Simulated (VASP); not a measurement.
## PbI2: single point with PBE

PbI2:

```
Pb I
1.0
     4.56387    0.00000    0.00000
    -2.28193    3.95242    0.00000
     0.00000    0.00000    7.04671
Pb I
1 2
Direct
  0.00000 0.00000 0.00000
  0.66667 0.33333 0.73325
  0.33333 0.66667 0.26675
```

* Program: VASP 6.6.1
* Task: single point
* Functional: PBE
* Potentials or basis: VASP PAW PBE potentials, release 64 (Pb_d, I)
* Cutoff: 500 eV
* k mesh: 6 × 6 × 2
* Occupations: gaussian, width 0.01 eV
* Spin: no spin polarisation
* Dipole correction: no
* Further INCAR settings: ALGO = Normal; EDIFF = 1e-06; NBANDS = 21

```yaml
Pressure: 1.3 GPa
Largest_force: 0.044 eV/Å
Band_gap_on_the_k_mesh: 2.23 eV
```

Forces on the atoms (eV/Å):
```
Pb   0.000  0.000  0.000
I    0.000  0.000 -0.044
I    0.000  0.000  0.044
```

Levels at points of the mesh, in eV from the valence-band top:
```
           k point  band 11  band 12  band 13  band 14  band 15  band 16  band 17  band 18
(0.00, 0.00, 0.00)    -0.98    -0.90    -0.90    -0.74     2.49     3.34     3.34     6.38
(0.50, 0.00, 0.00)    -2.02    -1.58    -0.76    -0.39     2.84     3.64     4.61     5.08
(0.00, 0.00, 0.50)    -1.11    -0.72    -0.72     0.00     2.23     3.16     3.16     6.37
(0.50, 0.00, 0.50)    -1.72    -1.34    -1.12    -0.69     3.17     3.68     4.07     5.78
```

Run time: 55 s on 1 thread of AMD EPYC 9755 128-Core Processor, with other jobs on the host, peak memory 0.21 GiB.

Caveat: the k points lie up to 0.45 Å⁻¹ apart; spin-orbit coupling is left out, which moves the levels of the heavy elements; this functional lacks dispersion, which binds layers or chains, so the pressure and a relaxed spacing across them are unreliable. A k mesh can miss the band edges.
